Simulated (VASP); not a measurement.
Write the native input for VASP 6.6.1 that does the following.

```
Task                   : single point
Functional             : PBEsol
Potentials or basis    : VASP PAW PBE potentials, release 64 (Zn, S)
Cutoff                 : 520 eV
k mesh                 : 9 × 9 × 6
Occupations            : gaussian, width 0.02 eV
Spin                   : no spin polarisation
Dipole correction      : no
Further INCAR settings : ALGO = Normal; EDIFF = 1e-06; NBANDS = 26
```

The structure of ZnS lies in POSCAR:

```
ZnS
1.0
    3.7818726706      0.0000000000      0.0000000000
   -1.8909363353      3.2751978066      0.0000000000
    0.0000000000      0.0000000000      6.2080862171
Zn S
2 2
Direct
    0.3333333333      0.6666666667      0.0004882067
    0.6666666667      0.3333333333      0.5004882067
    0.3333333333      0.6666666667      0.3745117933
    0.6666666667      0.3333333333      0.8745117933
```

These files were run (other wordings do the same):

INCAR

```
SYSTEM = ZnS
  ALGO = Normal
  EDIFF = 1E-6
  ENCUT = 520
  GGA = PS
  ISIF = 2
  ISMEAR = 0
  LASPH = .TRUE.
  LCHARG = .FALSE.
  LREAL = .FALSE.
  LWAVE = .FALSE.
  NBANDS = 26
  NELM = 80
  PREC = Accurate
  SIGMA = 0.02
```

KPOINTS

```
k-points
0
G
  9 9 6
  0 0 0
```

Potentials or basis: VASP PAW PBE potentials, release 64 (Zn, S).

Command:

```bash
$ cat potpaw_PBE.64/Zn/POTCAR potpaw_PBE.64/S/POTCAR > POTCAR
$ mpirun -np 1 vasp_std > vasp.out
```

It gave:

```yaml
Pressure: 0.2 GPa
Largest_force: 0.004 eV/Å
Band_gap_on_the_k_mesh: 2.16 eV, direct
```

Caveat: the PAW data sets were made with another functional, which shifts forces and pressure a little.

It took 71 s on 1 thread of Intel(R) Xeon(R) Platinum 8488C (Sapphire Rapids) (shared host), peak memory 0.23 GiB.
